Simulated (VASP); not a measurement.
# ZrGa2S2 (P-6m2) in VASP: notebook

ZrGa2S2 is run at these levels: PBE; tasks: single point.

Program: VASP 6.6.1. These are calculated values, not measurements. Logs are shortened: lines on timing, memory, paths and dates and some standing lists are left out, and cuts for length are marked.

**1. The cell of the first run**

Symmetry: P-6m2, No. 187, hexagonal system. Conventional cell: a = 4.103 Å, b = 4.103 Å, c = 8.024 Å, α = 90.00°, β = 90.00°, γ = 120.00°. Within 3.1 Å of Zr (site symmetry -6m2) lie 3 S at 2.37 Å. Within 3.8 Å of Ga (site symmetry 3m) lie 6 S at 2.89 to 3.35 Å and 1 Ga at 3.30 Å and 3 Zr at 3.35 Å. Within 3.8 Å of S (site symmetry -6m2) lie 6 Ga at 2.89 Å. S (site symmetry -6m2) has 3 Zr at 2.37 Å within 3.1 Å.

**2. Single point, PBE**

INCAR reads:

```
SYSTEM = ZrGa2S2
PREC     = Accurate       ! precision mode
ENCUT    = 520            ! plane-wave cutoff, eV
EDIFF    = 1E-7           ! SCF threshold, eV
ISMEAR   = 0              ! smearing method
SIGMA    = 0.1            ! smearing width, eV
LREAL    = .False.        ! projectors in reciprocal space
LASPH    = .True.         ! aspherical terms in the spheres
NELM     = 60             ! most SCF steps
ALGO     = Normal         ! electronic algorithm
ISIF     = 2              ! what is computed and relaxed
LWAVE    = .False.        ! write WAVECAR
LCHARG   = .False.        ! write CHGCAR
GGA      = PE             ! functional
NBANDS   = 33             ! bands
```

KPOINTS reads:

```
regular mesh
0
Gamma
  6 6 2
  0 0 0
```

POSCAR reads:

```
ZrGa2S2
1.0
    4.1033511500      0.0000000000      0.0000000000
   -2.0516755700      3.5536063300      0.0000000000
    0.0000000000      0.0000000000      8.0239985500
Zr Ga S
1 2 2
Direct
    0.6666666700      0.3333333300      0.0000000000
    0.0000000000      0.0000000000      0.7055339800
    0.0000000000      0.0000000000      0.2944660200
    0.6666666700      0.3333333300      0.5000000000
    0.3333333300      0.6666666700      0.0000000000
```

Potentials or basis: VASP PAW PBE potentials, release 64 (Zr_sv, Ga_d, S).

The run is started by

```console
cat potpaw_PBE.64/Zr_sv/POTCAR potpaw_PBE.64/Ga_d/POTCAR potpaw_PBE.64/S/POTCAR > POTCAR
mpirun -np 1 vasp_std > vasp.out
```

OUTCAR:

```text
SYSTEM = ZrGa2S2
   PREC = Accurate
   ENCUT = 520
   EDIFF = 1E-7
   ISMEAR = 0
   LREAL = .False.
   LASPH = .True.
   NELM = 60
   ISIF = 2
   GGA = PE

 ion  position               nearest neighbor table
   1  0.667  0.333  0.000-   5 2.37   5 2.37   5 2.37   2 3.35   3 3.35   2 3.35   3 3.35   2 3.35
                             3 3.35
   2  0.000  0.000  0.706-   1 3.35   1 3.35   1 3.35
   3  0.000  0.000  0.294-   1 3.35   1 3.35   1 3.35
   4  0.667  0.333  0.500-
   5  0.333  0.667  0.000-   1 2.37   1 2.37   1 2.37

  LATTYP: Found a hexagonal cell.
 ALAT       =     4.1033511500
 C/A-ratio  =     1.9554745028

  Lattice vectors:

 A1 = (   4.1033511500,   0.0000000000,   0.0000000000)
 A2 = (  -2.0516755700,   3.5536063300,   0.0000000000)
 A3 = (   0.0000000000,   0.0000000000,   8.0239985500)

Analysis of symmetry for initial positions (statically):
=====================================================================
 Subroutine PRICEL returns:
 Original cell was already a primitive cell.

 Routine SETGRP: Setting up the symmetry group for a
 hexagonal supercell.

 Subroutine GETGRP returns: Found 12 space group operations
 (whereof 12 operations were pure point group operations)
 out of a pool of 24 trial point group operations.

The static configuration has the point symmetry D_3h.

Analysis of symmetry for dynamics (positions and initial velocities):
=====================================================================
 Subroutine PRICEL returns:
 Original cell was already a primitive cell.

 Routine SETGRP: Setting up the symmetry group for a
 hexagonal supercell.

 Subroutine GETGRP returns: Found 12 space group operations
 (whereof 12 operations were pure point group operations)
 out of a pool of 24 trial point group operations.

The dynamic configuration has the point symmetry D_3h.

 Subroutine INISYM returns: Found 12 space group operations
 (whereof 12 operations are pure point group operations),
 and found     1 'primitive' translations

----------------------------------------------------------------------------------------

                                     Primitive cell

  volume of cell :     117.0035

  direct lattice vectors                    reciprocal lattice vectors
     4.103351150  0.000000000  0.000000000     0.243703247  0.140702135  0.000000000
    -2.051675570  3.553606330  0.000000000     0.000000000  0.281404271  0.000000000
     0.000000000  0.000000000  8.023998550     0.000000000  0.000000000  0.124626144

  length of vectors
     4.103351150  4.103351142  8.023998550     0.281404271  0.281404271  0.124626144

  position of ions in fractional coordinates (direct lattice)
     0.666666670  0.333333330  0.000000000
     0.000000000  0.000000000  0.705533980
     0.000000000  0.000000000  0.294466020
     0.666666670  0.333333330  0.500000000
     0.333333330  0.666666670  0.000000000

  ion indices of the primitive-cell ions
   primitive index   ion index
                 1           1
                 2           2
                 3           3
                 4           4
                 5           5

----------------------------------------------------------------------------------------

 KPOINTS: regular mesh

Automatic generation of k-mesh.
 Grid dimensions read from file:
 generate k-points for:    6    6    2

 Generating k-lattice:

  Cartesian coordinates                     Fractional coordinates (reciprocal lattice)
     0.040617208  0.023450356  0.000000000     0.166666667  0.000000000  0.000000000
     0.000000000  0.046900712  0.000000000     0.000000000  0.166666667  0.000000000
     0.000000000  0.000000000  0.062313072     0.000000000  0.000000000  0.500000000

  Length of vectors
     0.046900712  0.046900712  0.062313072

  Shift w.r.t. Gamma in fractional coordinates (k-lattice)
     0.000000000  0.000000000  0.000000000

 Subroutine IBZKPT returns following result:
 ===========================================

 Found     14 irreducible k-points:

 Following reciprocal coordinates:
            Coordinates               Weight
  0.000000  0.000000  0.000000      1.000000
  0.166667  0.000000  0.000000      6.000000
  0.333333 -0.000000  0.000000      6.000000
  0.500000  0.000000  0.000000      3.000000
  0.166667  0.166667  0.000000      6.000000
  0.333333  0.166667  0.000000     12.000000
  0.333333  0.333333  0.000000      2.000000
  0.000000  0.000000  0.500000      1.000000
  0.166667  0.000000  0.500000      6.000000
  0.333333 -0.000000  0.500000      6.000000
  0.500000  0.000000  0.500000      3.000000
  0.166667  0.166667  0.500000      6.000000
  0.333333  0.166667  0.500000     12.000000
  0.333333  0.333333  0.500000      2.000000
   k-points           NKPTS =     14   k-points in BZ     NKDIM =     14   number of bands    NBANDS=     33
   number of dos      NEDOS =    301   number of ions     NIONS =      5
   total plane-waves  NPLWV =  61440
   dimension x,y,z NGX =    32 NGY =   32 NGZ =   60
   dimension x,y,z NGXF=    64 NGYF=   64 NGZF=  120
   ions per type =               1   2   2
   NGX,Y,Z   is equivalent  to a cutoff of  12.96, 12.96, 12.43 a.u.
   NGXF,Y,Z  is equivalent  to a cutoff of  25.93, 25.93, 24.86 a.u.
 SYSTEM =  ZrGa2S2
   PREC   = accura    normal or accurate (medium, high low for compatibility)
   ISTART =      0    job   : 0-new  1-cont  2-samecut
   ICHARG =      2    charge: 1-file 2-atom 10-const
   ISPIN  =      1    spin polarized calculation?
   LNONCOLLINEAR =      F non collinear calculations
   LSORBIT =      F    spin-orbit coupling
   LASPH  =      T    aspherical Exc in radial PAW
   ENCUT  =  520.0 eV  38.22 Ry    6.18 a.u.   7.63  7.63 14.92*2*pi/ulx,y,z
   NELM   =     60;   NELMIN=  2; NELMDL= -5     # of ELM steps
   EDIFF  = 0.1E-06   stopping-criterion for ELM
   LREAL  =      F    real-space projection
   EDIFFG = 0.1E-05   stopping-criterion for IOM
   NSW    =      0    number of steps for IOM
   IBRION =     -1    ionic relax: 0-MD 1-quasi-New 2-CG
   NFREE  =      0    steps in history (QN), initial steepest desc. (CG)
   ISIF   =      2    stress and relaxation
   ISYM   =      2    0-nonsym 1-usesym 2-fastsym
   POTIM  = 0.5000    time-step for ionic-motion
   TEBEG  =    0.0;   TEEND  =   0.0 temperature during run
   PSTRESS=    0.0 pullay stress
   NELECT =      50.0000    total number of electrons
   NUPDOWN=      -1.0000    fix difference up-down
   EMIN   =  10.00;   EMAX   =-10.00  energy-range for DOS
   EFERMI =   0.00;   METHOD = LEGACY
   ISMEAR =     0;   SIGMA  =   0.10  broadening in eV -4-tet -1-fermi 0-gaus
   EFERMI_NEDOS =   21; number of points for ismear=-14 and -15
   IALGO  =     38    algorithm
   IMIX   =      4    mixing-type and parameters
     AMIX     =   0.40;   BMIX     =  1.00
     AMIX_MAG =   1.60;   BMIX_MAG =  1.00
  volume/ion in A,a.u.               =      23.40       157.92
  Fermi-wavevector in a.u.,A,eV,Ry     =   1.233101  2.330222 20.688167  1.520537
  Thomas-Fermi vector in A             =   2.367844
   LORBIT       =      0    0 simple, 1 ext, 2 COOP (PROOUT), +10 PAW based schemes
   GGA     = PE    functional components
   LHFCALC =     F    Hartree Fock is set to
   AEXX    =    0.0000 exact exchange contribution
   IVDW    =     0    specifies the selected vdW correction
   LEPSILON=     F    determine dielectric tensor
   LRPA    =     F    only Hartree local field effects (RPA)
 non-spin polarized calculation
 Gauss-broadening in eV      SIGMA  =   0.10
  energy-cutoff  :      520.00
  volume of cell :      117.00
 maximum number of plane-waves:      3198
 NGX is ok and might be reduce to    32
   NGX = 15   NGY = 15   NGZ = 29

 number of electron      49.9999987 magnetization

 Free energy of the ion-electron system (eV)
  ---------------------------------------------------
  ext. energy  EPLUGINS =         0.00000000
  ---------------------------------------------------
  free energy    TOTEN  =       -23.87412534 eV

  energy without entropy =      -23.85414502  energy(sigma->0) =      -23.86413518

 E-fermi :   5.3119     XC(G=0):  -9.6838

 val. band max:        5.2333663329   @ k =   0.3333   0.1667   0.5000
 cond. band min:       5.3333058764   @ k =   0.0000   0.0000   0.0000
 fundamental gap:      0.0999395434
 Fermi energy:         5.3118927733

 k-point     1 :       0.0000    0.0000    0.0000
  band No.  band energies     occupation
      1     -44.2465      2.00000
      2     -22.3750      2.00000
      3     -22.3659      2.00000
      4     -22.3659      2.00000
      5      -9.8523      2.00000
      6      -9.8279      2.00000
[... 25 lines left out ...]
     32       9.0967      0.00000
     33      10.0731      0.00000

 k-point     2 :       0.1667    0.0000    0.0000
  band No.  band energies     occupation
      1     -44.2450      2.00000
      2     -22.4050      2.00000
      3     -22.3733      2.00000
      4     -22.3721      2.00000
      5      -9.8509      2.00000
      6      -9.8439      2.00000
[... 25 lines left out ...]
     32       9.1838      0.00000
     33       9.3045      0.00000

 k-point     3 :       0.3333   -0.0000    0.0000
  band No.  band energies     occupation
      1     -44.2420      2.00000
      2     -22.4817      2.00000
      3     -22.3879      2.00000
      4     -22.3663      2.00000
      5      -9.8775      2.00000
      6      -9.8420      2.00000
[... 25 lines left out ...]
     32       9.1513      0.00000
     33       9.2728      0.00000

 k-point     4 :       0.5000    0.0000    0.0000
  band No.  band energies     occupation
      1     -44.2405      2.00000
      2     -22.5193      2.00000
      3     -22.3952      2.00000
      4     -22.3634      2.00000
      5      -9.8903      2.00000
      6      -9.8403      2.00000
[... 313 lines left out ...]
     32       8.5728      0.00000
     33       9.2652      0.00000

 k-point    13 :       0.3333    0.1667    0.5000
  band No.  band energies     occupation
      1     -44.2405      2.00000
      2     -22.5048      2.00000
      3     -22.4102      2.00000
      4     -22.3634      2.00000
      5      -9.8773      2.00000
      6      -9.8369      2.00000
[... 25 lines left out ...]
     32       9.0610      0.00000
     33       9.8935      0.00000

 k-point    14 :       0.3333    0.3333    0.5000
  band No.  band energies     occupation
      1     -44.2397      2.00000
      2     -22.5040      2.00000
      3     -22.4338      2.00000
      4     -22.3619      2.00000
      5      -9.8797      2.00000
      6      -9.8369      2.00000
[... 25 lines left out ...]
     32       9.3892      0.00000
     33       9.4445      0.00000

------------------------ aborting loop because EDIFF is reached ----------------------------------------

  FORCE on cell =-STRESS in cart. coord.  units (eV):
  Direction    XX          YY          ZZ          XY          YZ          ZX
  --------------------------------------------------------------------------------------
  -------------------------------------------------------------------------------------
  Total        2.2500681      2.2500681     -3.5377111      0.0000000      0.0000000      0.0000000
  in kB       30.8111138     30.8111137    -48.4433433      0.0000000      0.0000000      0.0000000
  external PRESSURE =       4.3929614 kB  Pullay stress =       0.0000000 kB

 VOLUME and BASIS-vectors are now :
 -----------------------------------------------------------------------------
  energy-cutoff  :      520.00
  volume of cell :      117.00
      direct lattice vectors                 reciprocal lattice vectors
     4.103351150  0.000000000  0.000000000     0.243703247  0.140702135  0.000000000
    -2.051675570  3.553606330  0.000000000     0.000000000  0.281404271  0.000000000
     0.000000000  0.000000000  8.023998550     0.000000000  0.000000000  0.124626144

 POSITION                                       TOTAL-FORCE (eV/Angst)
 -----------------------------------------------------------------------------------
      2.05168      1.18454      0.00000        -0.000000      0.000000      0.000000
      0.00000      0.00000      5.66120        -0.000000      0.000000     -0.214011
      0.00000      0.00000      2.36279        -0.000000      0.000000      0.214011
      2.05168      1.18454      4.01200        -0.000000     -0.000000      0.000000
     -0.00000      2.36907      0.00000         0.000000     -0.000000      0.000000
 -----------------------------------------------------------------------------------
    total drift:                               -0.000037      0.000021      0.000000

  FREE ENERGIE OF THE ION-ELECTRON SYSTEM (eV)
  ---------------------------------------------------
  free  energy   TOTEN  =       -23.8741253361 eV

  energy  without entropy=      -23.8541450199  energy(sigma->0) =      -23.86413518
```

Wall time 49 s (1 thread of Intel Xeon Platinum 8259CL at 2.50GHz (Skylake/Cascade Lake), shared host); peak memory 0.26 GiB.

Results:

| Quantity | Value |
| --- | --- |
| Free energy | -23.8741 eV |
| Pressure | 0.4 GPa |
| Largest force | 0.214 eV/Å |
| Band gap on the k mesh | zero (band 25 reaches 5.95 eV, above the bottom of band 26 at 4.90 eV) |

Forces in eV/Å, atoms in the order of the input:
```
Zr   0.000  0.000  0.000
Ga   0.000  0.000 -0.214
Ga   0.000  0.000  0.214
S    0.000  0.000  0.000
S    0.000  0.000  0.000
```

Stress tensor (GPa, compression positive):
```
 3.08  0.00  0.00
 0.00  3.08  0.00
 0.00  0.00 -4.84
```

Levels at points of the mesh, in eV from the Fermi level:
```csv
k point,band 23,band 24,band 25,band 26,band 27,band 28
"(0.00, 0.00, 0.00)",-2.30,-0.34,0.02,0.55,0.55,1.05
"(0.50, 0.00, 0.00)",-2.56,-2.15,-0.98,-0.41,0.55,0.94
"(0.00, 0.00, 0.50)",-2.31,-1.48,0.64,0.64,1.05,1.48
"(0.50, 0.00, 0.50)",-3.03,-2.63,-0.10,-0.09,0.50,1.11
```

Caveat: the k points lie up to 0.39 Å⁻¹ apart.

**3. Single point, PBE**

This run uses another cell than the first one, of 19.93 Å³/atom, 0.852 times its volume.

INCAR reads:

```
SYSTEM = ZrGa2S2
  PREC = Accurate
  ENCUT = 520
  EDIFF = 1E-7
  ISMEAR = 0
  SIGMA = 0.1
  LREAL = .False.
  LASPH = .True.
  NELM = 60
  ALGO = Normal
  ISIF = 2
  LWAVE = .False.
  LCHARG = .False.
  GGA = PE
  NBANDS = 33
```

KPOINTS reads:

```
Automatic mesh
0
Gamma
  12 12 6
  0 0 0
```

POSCAR reads:

```
ZrGa2S2
1.0
    4.6148896941     -0.0000000032      0.0000000000
   -2.3074448443      3.9966117124      0.0000000000
    0.0000000000      0.0000000000      5.4029447883
Zr Ga S
1 2 2
Direct
    0.6666666667      0.3333333333      0.0000000000
    0.0000000000      0.0000000000      0.7239985692
    0.0000000000      0.0000000000      0.2760014308
    0.6666666667      0.3333333333      0.5000000000
    0.3333333333      0.6666666667      0.0000000000
```

Potentials or basis: VASP PAW PBE potentials, release 64 (Zr_sv, Ga_d, S).

The run is started by

```console
cat potpaw_PBE.64/Zr_sv/POTCAR potpaw_PBE.64/Ga_d/POTCAR potpaw_PBE.64/S/POTCAR > POTCAR
mpirun -np 1 vasp_std > vasp.out
```

Wall time 3.2 min (1 thread of Intel Xeon Platinum 8259CL at 2.50GHz (Skylake/Cascade Lake), shared host); peak memory 0.37 GiB.

The run converged. Its results:

```yaml
Free_energy: -24.9313 eV
Pressure: 0.1 GPa
Band_gap_on_the_k_mesh: zero (band 25 reaches 7.89 eV, above the bottom of band 26 at 5.68 eV)
```

Levels at points of the mesh, in eV from the Fermi level:
```
           k point  band 22  band 23  band 24  band 25  band 26  band 27  band 28  band 29
(0.00, 0.00, 0.00)    -3.29    -2.12    -1.81    -0.24    -0.24     0.46     1.57     1.63
(0.50, 0.00, 0.00)    -3.02    -2.18    -1.75    -0.95    -0.94     0.23     1.71     2.48
(0.00, 0.00, 0.50)    -3.63    -3.63    -2.32     1.27     1.27     1.42     1.42     1.66
(0.50, 0.00, 0.50)    -3.81    -2.89    -1.09    -0.12     1.01     1.19     1.88     2.77
```

**4. Single point, PBE**

This run uses another cell than the first one, of 20.03 Å³/atom, 0.856 times its volume.

INCAR: that of step 3 with these lines changed.

```diff
@@ -8,3 +8,3 @@
   LASPH = .True.
-  NELM = 60
+  NELM = 80
   ALGO = Normal
```

KPOINTS reads:

```
regular mesh
0
Gamma
  12 12 8
  0 0 0
```

POSCAR reads:

```
ZrGa2S2
1.0
    4.6795363045     -0.0000000032      0.0000000000
   -2.3397681494      4.0525973192      0.0000000000
    0.0000000000      0.0000000000      5.2803601646
Zr Ga S
1 2 2
Direct
    0.6666666667      0.3333333333      0.0000000000
    0.0000000000      0.0000000000      0.7299522654
    0.0000000000      0.0000000000      0.2700477346
    0.6666666667      0.3333333333      0.5000000000
    0.3333333333      0.6666666667      0.0000000000
```

The run is started by

```console
cat potpaw_PBE.64/Zr_sv/POTCAR potpaw_PBE.64/Ga_d/POTCAR potpaw_PBE.64/S/POTCAR > POTCAR
mpirun -np 1 vasp_std > vasp.out
```

Run time: 3.9 min. Hardware: 1 thread of Intel Xeon Platinum 8259CL at 2.50GHz (Skylake/Cascade Lake), shared host; peak memory 0.42 GiB.

It converged, with:

| Item | Value |
| --- | --- |
| Free energy | -24.9306 eV |
| Pressure | 0.1 GPa |
| Largest force | 0.005 eV/Å |
| Band gap on the k mesh | zero (band 25 reaches 7.62 eV, above the bottom of band 26 at 5.65 eV) |

Forces on the atoms (eV/Å):
```
Zr   0.000  0.000  0.000
Ga   0.000  0.000 -0.005
Ga   0.000  0.000  0.005
S    0.000  0.000  0.000
S    0.000  0.000  0.000
```

Levels at points of the mesh, in eV from the Fermi level:
```tsv
k point	band 22	band 23	band 24	band 25	band 26	band 27	band 28	band 29
(0.00, 0.00, 0.00)	-3.29	-2.01	-1.86	-0.22	-0.22	0.51	1.53	1.53
(0.50, 0.00, 0.00)	-2.90	-2.24	-1.63	-0.95	-0.87	0.16	2.00	2.27
(0.00, 0.00, 0.50)	-3.66	-3.66	-2.19	1.10	1.10	1.57	1.57	1.76
(0.50, 0.00, 0.50)	-3.71	-2.89	-0.99	-0.17	1.20	1.46	1.96	2.53
```

**5. Overview**

| cell | k mesh | gap on the mesh (eV) | pressure (GPa) |
| --- | --- | --- | --- |
| a = 4.103, b = 4.103, c = 8.024 Å, angles 90.0, 90.0, 120.0°, 5 atoms | 6 × 6 × 2 | none | 0.4 |
| a = 4.615, b = 4.615, c = 5.403 Å, angles 90.0, 90.0, 120.0°, 5 atoms | 12 × 12 × 6 | none | 0.1 |
| a = 4.680, b = 4.680, c = 5.280 Å, angles 90.0, 90.0, 120.0°, 5 atoms | 12 × 12 × 8 | none | 0.1 |

Alike in all rows: task single point; level PBE; potentials or basis VASP PAW PBE potentials, release 64 (Zr_sv, Ga_d, S); no spin polarisation; cutoff (eV) 520; smearing gaussian 0.1 eV.

Caveats: some runs use coarse meshes.

Absolute energies hang on the potentials; compare differences alone.
